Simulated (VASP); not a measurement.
A run of VASP 6.6.1:

The input INCAR:

```
PREC = Accurate
ENCUT = 520
EDIFF = 1E-6
ISMEAR = 0
SIGMA = 0.1
LREAL = F
LASPH = T
NELM = 80
ALGO = Normal
ISIF = 2
LWAVE = F
LCHARG = F
GGA = PE
NBANDS = 35
```

File KPOINTS:

```
regular mesh
0
Gamma
  12 12 6
```

Contents of POSCAR:

```
Cd4S
1.0
    5.1100364755      0.0000000000      0.0000000000
   -2.5550182378      4.4254214021      0.0000000000
    0.0000000000      0.0000000000      5.9948659683
Cd S
4 1
Direct
    0.3333333333      0.6666666667      0.0000000000
    0.6666666667      0.3333333333      0.0000000000
    0.3333333333      0.6666666667      0.5000000000
    0.6666666667      0.3333333333      0.5000000000
    0.0000000000      0.0000000000      0.0000000000
```

Potentials or basis: VASP PAW PBE potentials, release 64 (Cd, S).

Launch:

```sh
$ cat potpaw_PBE.64/Cd/POTCAR potpaw_PBE.64/S/POTCAR > POTCAR
$ mpirun -np 1 vasp_std > vasp.out
```

Hardware: 1 thread of Intel(R) Xeon(R) 6975P-C (Granite Rapids), with other jobs on the host.

Q: How long does it take, and how much memory?

A: Run time: 2.4 min on 1 thread of Intel(R) Xeon(R) 6975P-C (Granite Rapids), on a shared host, peak memory 0.43 GiB. Counts: scf iterations 14, k points 76.
